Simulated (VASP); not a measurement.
**Fe: single point with PBE+U**

Crystal: Fe.

```
CELL_PARAMETERS angstrom
-1.44300 1.44300 1.44300
1.44300 -1.44300 1.44300
1.44300 1.44300 -1.44300
ATOMIC_POSITIONS crystal
Fe 0.00000 0.00000 0.00000
```

```json
{
  "Program": "VASP 6.6.1",
  "Task": "single point",
  "Functional": "PBE",
  "Potentials or basis": "VASP PAW PBE potentials, release 64 (Fe)",
  "Cutoff": "310 eV",
  "k mesh": "18 × 18 × 18",
  "Occupations": "tetrahedron, width 0.1 eV",
  "Spin": "collinear spin, ferromagnetic start",
  "Starting moments": "[3.0] μB",
  "Hubbard terms": "Fe d U = 3 eV",
  "Tolerance level": "tight",
  "Purpose": "density of states",
  "K density": "14 × 14 × 14",
  "Further INCAR settings": "ALGO = Normal; EDIFF = 1e-06; NBANDS = 24"
}
```

```yaml
Net_moment: 2.79 μB per cell
Site_moments: Fe +2.85 μB
Valence_electrons_inside_the_program's_atomic_spheres: Fe 7.17
Density_of_states_at_the_Fermi_level: 1.02 states/eV/atom
```

Levels at points of the mesh, in eV from the Fermi level:
Spin up:
```tsv
k point	band 2	band 3	band 4	band 5	band 6	band 7	band 8	band 9
(0.00, 0.00, 0.00)	-3.83	-3.83	-3.83	-2.67	-2.67	24.35	24.35	24.35
(0.50, 0.00, 0.00)	-4.77	-2.62	-2.52	-1.39	0.38	5.98	17.74	19.08
(0.50, 0.50, 0.50)	-5.95	-1.63	-1.63	-1.63	9.33	9.33	9.33	13.69
```
Spin down:
| k point | band 1 | band 2 | band 3 | band 4 | band 5 | band 6 |
| --- | --- | --- | --- | --- | --- | --- |
| (0.00, 0.00, 0.00) | -8.23 | 0.34 | 0.34 | 0.34 | 2.70 | 2.70 |
| (0.50, 0.00, 0.00) | -3.03 | -0.92 | 0.33 | 2.45 | 2.97 | 3.21 |
| (0.50, 0.50, 0.50) | -1.97 | -1.97 | 2.92 | 2.92 | 2.92 | 9.58 |

It took 54 s on 1 thread of Intel(R) Xeon(R) Platinum 8259CL CPU @ 2.50GHz (Skylake/Cascade Lake), with other jobs on the host, peak memory 0.19 GiB.

Caveat: the U is typed as a test and isn't derived for this compound. The state reached can hang on the start; a lower one may exist.
